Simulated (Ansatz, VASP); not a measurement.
**Two plane-wave programs on GaSb**

```
CELL_PARAMETERS angstrom
-1.60509 2.52517 2.80562
1.60509 -2.52517 2.80562
1.60509 2.52517 -2.80562
ATOMIC_POSITIONS crystal
Ga 0.00000 0.00000 0.00000
Sb 0.50000 0.50000 0.00000
```

Change from the starting cell: volume 22.743 Å^3 an atom, stretch along a over the lengths across it, relative to the relaxed cell 1.0271.

Alike in both runs: task single point; functional PBE; k mesh 18 × 18 × 18; occupations gaussian, width 0.15 eV; no spin polarisation.

```csv
,VASP,Ansatz
version,VASP 6.6.1,Ansatz 0.2.0
potentials or method,"VASP PAW PBE potentials, release 64 (Ga_d, Sb), cutoff 520 eV","scalar-relativistic, plane waves, PAW"
valence electrons in the cell,18,28
```

Ansatz gave:

- gap on the k mesh at the Fermi level (eV): none
- pressure (GPa): 3.3
- traceless stress, the component that is largest in VASP (GPa): 1.15

Question: Which values does VASP return?

Answer: gap on the k mesh at the Fermi level (eV): none; pressure (GPa): 3.3; traceless stress, the component that is largest in VASP (GPa): 1.19.

A gap of «none» marks a metal or a gap that the smearing closes. With one functional, cell and mesh, what is left measures potentials, basis and numerics. VASP's potentials hold 18 valence electrons a cell and Ansatz's 28, so a difference there can come from the potentials and not from the codes.

Spin-orbit coupling is off throughout.
